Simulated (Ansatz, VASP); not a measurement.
Ta in VASP and in Ansatz

```
CELL_PARAMETERS angstrom
-1.76046 1.64023 1.88626
1.76046 -1.64023 1.88626
1.76046 1.64023 -1.88626
ATOMIC_POSITIONS crystal
Ta 0.00000 0.00000 0.00000
```

Change from the starting cell: normal strain along x +0.0733, normal strain along z +0.1500.

Alike in both runs: task single point; functional PBEsol; k mesh 20 × 20 × 20; occupations gaussian, width 0.15 eV; no spin polarisation.

|  | VASP | Ansatz |
| --- | --- | --- |
| version | VASP 6.6.1 | Ansatz 0.2.0 |
| potentials or method | VASP PAW PBE potentials, release 64 (Ta_pv), cutoff 520 eV | scalar-relativistic, plane waves, PAW |
| valence electrons in the cell | 11 | 13 |

Ansatz gave:

| Quantity | Value |
| --- | --- |
| gap on the k mesh at the Fermi level (eV) | none |
| pressure (GPa) | -28.3 |
| traceless stress, the component that is largest in VASP (GPa) | -2.94 |

Question: Estimate VASP's values.

Answer: gap on the k mesh at the Fermi level (eV): none; pressure (GPa): -28.3; traceless stress, the component that is largest in VASP (GPa): -2.95.

VASP's potentials were made for PBE, not for PBEsol, and Ansatz warns of the same on its side. A gap of «none» marks a metal or a gap that the smearing closes. Both programs put the cell under strong tension, so it lies far from rest at this level. VASP's potentials hold 11 valence electrons a cell and Ansatz's 13, so a difference there can come from the potentials and not from the codes.

Spin-orbit coupling is off throughout.
